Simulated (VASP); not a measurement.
# Re (Pm-3m) in VASP: further runs, part 2 of 2

VASP 6.6.1. The steps go on from the part before.

**3. Single point, BLYP (16.49 Å³/atom)**

This run uses another cell than the first one, of 16.49 Å³/atom.

Contents of INCAR:

```
PREC = Accurate
ENCUT = 520
EDIFF = 1E-7
ISMEAR = -1
SIGMA = 0.1
LREAL = F
LASPH = T
NELM = 80
ALGO = Normal
ISIF = 2
LWAVE = F
LCHARG = T
GGA = B5
ALDAX = 1.0
AGGAX = 1.0
AGGAC = 1.0
ALDAC = 0.0
LELF = T
LVHAR = T
NBANDS = 10
```

Contents of KPOINTS:

```
regular mesh
0
Gamma
  13 13 13
```

Contents of POSCAR:

```
Re
1.0
    2.5454416542      0.0000000000      0.0000000000
    0.0000000000      2.5454416542      0.0000000000
    0.0000000000      0.0000000000      2.5454416542
Re
1
Direct
    0.0000000000      0.0000000000      0.0000000000
```

Potentials or basis: VASP PAW PBE potentials, release 64 (Re).

The run is started by

```console
cat potpaw_PBE.64/Re/POTCAR > POTCAR
mpirun -np 1 vasp_std > vasp.out
```

It took 12 s on 1 thread of Intel Xeon Platinum 8375C at 2.90GHz (Ice Lake), shared host; peak memory 0.13 GiB.

It converged, with:

| Quantity | Value |
| --- | --- |
| Free energy | -9.6150 eV |
| Pressure | 24.1 GPa |
| Band gap on the k mesh | zero (an odd number of electrons rules out a gap without spin polarisation) |

Levels at points of the mesh, in eV from the Fermi level:
```tsv
k point	band 1	band 2	band 3	band 4	band 5	band 6	band 7	band 8
(0.00, 0.00, 0.00)	-9.24	-5.60	-5.60	3.68	3.68	3.68	15.84	15.84
```

Caveat: the cell stands under pressure; the PAW data sets were made with another functional, which shifts forces and pressure a little; spin-orbit coupling is left out, which moves the levels of the heavy elements.

**4. Single point, BLYP (17.21 Å³/atom)**

This run uses another cell than the first one, of 17.21 Å³/atom.

Contents of INCAR:

```
SYSTEM = Re
  PREC = Accurate
  ENCUT = 520
  EDIFF = 1E-6
  ISMEAR = -1
  SIGMA = 0.1
  LREAL = .False.
  LASPH = .True.
  NELM = 100
  ALGO = Normal
  ISIF = 2
  LWAVE = .False.
  LCHARG = .False.
  GGA = B5
  ALDAX = 1.0
  AGGAX = 1.0
  AGGAC = 1.0
  ALDAC = 0.0
  NBANDS = 10
```

Contents of KPOINTS:

```
Automatic mesh
0
Gamma
  13 13 13
  0 0 0
```

Contents of POSCAR:

```
Re
1.0
    2.5818100199      0.0000000000      0.0000000000
    0.0000000000      2.5818100199      0.0000000000
    0.0000000000      0.0000000000      2.5818100199
Re
1
Direct
    0.0000000000      0.0000000000      0.0000000000
```

Potentials or basis: VASP PAW PBE potentials, release 64 (Re).

The run is started by

```console
cat potpaw_PBE.64/Re/POTCAR > POTCAR
mpirun -np 1 vasp_std > vasp.out
```

OUTCAR:

```text
SYSTEM = Re
   PREC = Accurate
   ENCUT = 520
   EDIFF = 1E-6
   ISMEAR = -1
   LREAL = .False.
   LASPH = .True.
   NELM = 100
   ISIF = 2
   GGA = B5

 ion  position               nearest neighbor table
   1  0.000  0.000  0.000-

  LATTYP: Found a simple cubic cell.
 ALAT       =     2.5818100199

  Lattice vectors:

 A1 = (   2.5818100199,   0.0000000000,   0.0000000000)
 A2 = (   0.0000000000,   2.5818100199,   0.0000000000)
 A3 = (   0.0000000000,   0.0000000000,   2.5818100199)

[... 488 lines left out ...]
      9      25.0501      0.00000
     10      29.0290      0.00000

 [... further k-points ...]

------------------------ aborting loop because EDIFF is reached ----------------------------------------

  FORCE on cell =-STRESS in cart. coord.  units (eV):
  Direction    XX          YY          ZZ          XY          YZ          ZX
  --------------------------------------------------------------------------------------
  -------------------------------------------------------------------------------------
  Total        1.1954042      1.1954042      1.1954042      0.0000000      0.0000000     -0.0000000
  in kB      111.2890663    111.2890663    111.2890663      0.0000000      0.0000000     -0.0000000
  external PRESSURE =     111.2890663 kB  Pullay stress =       0.0000000 kB

 VOLUME and BASIS-vectors are now :
 -----------------------------------------------------------------------------
  energy-cutoff  :      520.00
  volume of cell :       17.21
      direct lattice vectors                 reciprocal lattice vectors
     2.581810020  0.000000000  0.000000000     0.387325168  0.000000000  0.000000000
     0.000000000  2.581810020  0.000000000     0.000000000  0.387325168  0.000000000
     0.000000000  0.000000000  2.581810020     0.000000000  0.000000000  0.387325168

 POSITION                                       TOTAL-FORCE (eV/Angst)
 -----------------------------------------------------------------------------------
      0.00000      0.00000      0.00000         0.000000      0.000000      0.000000
 -----------------------------------------------------------------------------------
    total drift:                                0.000000      0.000000      0.000000

  FREE ENERGIE OF THE ION-ELECTRON SYSTEM (eV)
  ---------------------------------------------------
  free  energy   TOTEN  =        -9.6929442046 eV

  energy  without entropy=       -9.6503462490  energy(sigma->0) =       -9.67164523
```

OSZICAR:

```text
N       E                     dE             d eps       ncg     rms          rms(c)
DAV:   1     0.853368778211E+01    0.85337E+01   -0.33968E+03  2672   0.746E+02
DAV:   2    -0.980611268178E+01   -0.18340E+02   -0.17058E+02  2608   0.156E+02
DAV:   3    -0.101213728813E+02   -0.31526E+00   -0.31187E+00  2808   0.299E+01
DAV:   4    -0.101228835654E+02   -0.15107E-02   -0.15097E-02  2798   0.106E+00
DAV:   5    -0.101228853984E+02   -0.18330E-05   -0.18310E-05  2380   0.271E-02    0.312E+01
DAV:   6    -0.978717231812E+01    0.33571E+00   -0.38495E-01  2682   0.150E+01    0.137E+01
DAV:   7    -0.969617500144E+01    0.90997E-01   -0.22894E-01  2688   0.112E+01    0.582E-01
DAV:   8    -0.969293822271E+01    0.32368E-02   -0.28847E-03  2290   0.409E-01    0.120E-01
DAV:   9    -0.969294179814E+01   -0.35754E-05   -0.20145E-04  2240   0.205E-01    0.165E-02
DAV:  10    -0.969294485562E+01   -0.30575E-05   -0.80700E-06  2212   0.645E-02    0.128E-02
DAV:  11    -0.969294420461E+01    0.65102E-06   -0.10176E-06  1776   0.342E-02
   1 F= -.96929442E+01 E0= -.96716452E+01  d E =-.425980E-01
```

stdout:

```text
POSCAR found type information on POSCAR Re
 POSCAR found :  1 types and       1 ions
 scaLAPACK will be used
 -----------------------------------------------------------------------------
|                                                                             |
|                                                                             |
|     You enforced a specific xc type in the INCAR file but a different       |
|     I HOPE YOU KNOW WHAT YOU ARE DOING!                                     |
|                                                                             |
 -----------------------------------------------------------------------------

 LDA part: xc-table for (Slater(with rela. corr.)+VWN5), standard interpolation
 POSCAR, INCAR and KPOINTS ok, starting setup
 FFT: planning ... GRIDC
 FFT: planning ... GRID_SOFT
 FFT: planning ... GRID
 WAVECAR not read
 entering main loop
```

Run time: 10 s. Hardware: 1 thread of Intel Xeon Platinum 8375C at 2.90GHz (Ice Lake), shared host; peak memory 0.13 GiB.

Results:

```
Free energy            : -9.6929 eV
Pressure               : 11.1 GPa
Band gap on the k mesh : zero (an odd number of electrons rules out a gap without spin polarisation)
```

Caveat: the cell stands under pressure; the PAW data sets were made with another functional, which shifts forces and pressure a little; spin-orbit coupling is left out, which moves the levels of the heavy elements.

**5. Single point, BLYP**

This run uses another cell than the first one, of 17.93 Å³/atom.

Contents of INCAR:

```
AGGAC = 1.0 ; AGGAX = 1.0
ALDAC = 0.0 ; ALDAX = 1.0
ALGO = Normal ; EDIFF = 1E-6
ENCUT = 520 ; GGA = B5
ISIF = 2 ; ISMEAR = -1
LASPH = True ; LCHARG = False
LREAL = False ; LWAVE = False
NBANDS = 10 ; NELM = 60
PREC = Accurate ; SIGMA = 0.1
```

Contents of KPOINTS:

```
k-points
0
Gamma
  12 12 12
```

Contents of POSCAR:

```
Re
1.0
    2.6171816759      0.0000000000      0.0000000000
    0.0000000000      2.6171816759      0.0000000000
    0.0000000000      0.0000000000      2.6171816759
Re
1
Direct
    0.0000000000      0.0000000000      0.0000000000
```

The run is started by

```console
cat potpaw_PBE.64/Re/POTCAR > POTCAR
mpirun -np 1 vasp_std > vasp.out
```

Wall time 10 s (1 thread of Intel Xeon Platinum 8375C at 2.90GHz (Ice Lake), shared host); peak memory 0.13 GiB.

The run converged. Its results:

- Free energy: -9.7131 eV
- Pressure: 0.8 GPa
- Band gap on the k mesh: zero (an odd number of electrons rules out a gap without spin polarisation)

Levels at points of the mesh, in eV from the Fermi level:
```csv
k point,band 1,band 2,band 3,band 4,band 5,band 6
"(0.00, 0.00, 0.00)",-8.70,-5.04,-5.04,3.22,3.22,3.22
"(0.50, 0.00, 0.00)",-5.53,-4.20,-0.64,-0.10,-0.10,3.57
"(0.50, 0.50, 0.00)",-5.83,-3.70,0.54,0.54,4.70,4.70
"(0.50, 0.50, 0.50)",-4.41,-4.41,-4.41,5.90,5.90,8.53
```

Caveat: the PAW data sets were made with another functional, which shifts forces and pressure a little; spin-orbit coupling is left out, which moves the levels of the heavy elements.

**6. The runs side by side**

| cell | k mesh | gap on the mesh (eV) | pressure (GPa) |
| --- | --- | --- | --- |
| a = 2.508 Å, 1 atom | 13 × 13 × 13 | none | 40.1 |
| a = 2.545 Å, 1 atom | 13 × 13 × 13 | none | 24.1 |
| a = 2.582 Å, 1 atom | 13 × 13 × 13 | none | 11.1 |
| a = 2.617 Å, 1 atom | 12 × 12 × 12 | none | 0.8 |

Alike in all rows: task single point; level BLYP; potentials or basis VASP PAW PBE potentials, release 64 (Re); no spin polarisation; cutoff (eV) 520; smearing fermi-dirac 0.1 eV.

Caveats: the PAW data sets were made with another functional, which shifts forces and pressure a little; spin-orbit coupling is left out, which moves the levels of the heavy elements; the cell stands under pressure (at least some runs).

Total energies depend on the potentials used, so only differences within one code and one set of settings carry meaning.
